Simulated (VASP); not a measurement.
Li:

```
Li
1.0
     7.92193    0.00000    0.00000
     0.00000    3.23335    0.00000
    -0.05041    0.00000    7.94464
Li
10
Direct
  0.78583 0.53731 0.88333
  0.61881 0.53841 0.28491
  0.21417 0.53731 0.11667
  0.38119 0.53841 0.71509
  0.00000 0.62306 0.50000
  0.50000 0.02239 0.00000
  0.90981 0.05442 0.17889
  0.68056 0.05133 0.59191
  0.31944 0.05133 0.40809
  0.09019 0.05442 0.82111
```

| Property | Result |
| --- | --- |
| Program | VASP 6.6.1 |
| Task | relaxation of cell and atoms |
| Functional | PBE |
| Potentials or basis | VASP PAW PBE potentials, release 64 (Li_sv) |
| Cutoff | 600 eV |
| k mesh | 2 × 6 × 2 |
| Occupations | gaussian, width 0.1 eV |
| Spin | no spin polarisation |

At the start: pressure -0.1 GPa; volume 20.35 Å³/atom.

Problem. How do energy, volume and symmetry change on relaxing?

Solution. Over 15 steps the energy falls by 31.0 meV/atom and the volume is 19.92 Å³/atom (-2.1 %); space group P2 (No. 3, to 0.1 Å) before, I4/mmm (No. 139, to 0.1 Å).

The path:
| step | energy change (eV) | largest force (eV/Å) | pressure (GPa) | volume (Å³) |
| --- | --- | --- | --- | --- |
| 1 | 0.0000 | 0.1378 | -0.12 | 203.50 |
| 2 | -0.0466 | 0.1419 | -0.11 | 203.01 |
| 3 | -0.1641 | 0.1657 | -0.06 | 201.31 |
| 4 | -0.2369 | 0.1866 | 0.21 | 196.80 |
| 5 | -0.2408 | 0.1866 | 0.15 | 197.71 |
| 6 | -0.2529 | 0.1673 | 0.05 | 198.96 |
| 7 | -0.2757 | 0.0982 | -0.24 | 202.70 |
| 8 | -0.2570 | 0.0807 | -0.76 | 210.26 |
| 9 | -0.2796 | 0.0660 | -0.39 | 204.73 |
| 10 | -0.2910 | 0.0623 | -0.24 | 202.49 |
| 11 | -0.3006 | 0.0613 | 0.10 | 197.70 |
| 12 | -0.3041 | 0.0564 | 0.06 | 198.19 |
| 13 | -0.3076 | 0.0473 | -0.02 | 199.17 |
| 14 | -0.3078 | 0.0448 | -0.03 | 199.44 |
| 15 | -0.3099 | 0.0291 | -0.01 | 199.22 |

Final structure:
```yaml
crystal:
  lattice:
    - [7.45864, 0.00000, 0.02402]
    - [0.00000, 3.57586, 0.00000]
    - [-0.02388, 0.00000, 7.46937]
  atoms:
    - { symbol: Li, position: [0.79706, 0.55270, 0.89805] }
    - { symbol: Li, position: [0.60242, 0.55294, 0.29713] }
    - { symbol: Li, position: [0.20294, 0.55270, 0.10195] }
    - { symbol: Li, position: [0.39758, 0.55294, 0.70287] }
    - { symbol: Li, position: [0.00000, 0.54317, 0.50000] }
    - { symbol: Li, position: [0.50000, 0.05685, 0.00000] }
    - { symbol: Li, position: [0.90343, 0.04933, 0.19697] }
    - { symbol: Li, position: [0.69688, 0.04922, 0.59704] }
    - { symbol: Li, position: [0.30312, 0.04922, 0.40296] }
    - { symbol: Li, position: [0.09657, 0.04933, 0.80303] }
```

Caveat: the k points lie up to 0.42 Å⁻¹ apart in the final cell, too coarse for converged energies and pressures of a metal; the cutoff is under 1.25 times the usual one of these potentials, so pressure, stress and relaxed cells hold a basis-set (Pulay) error.
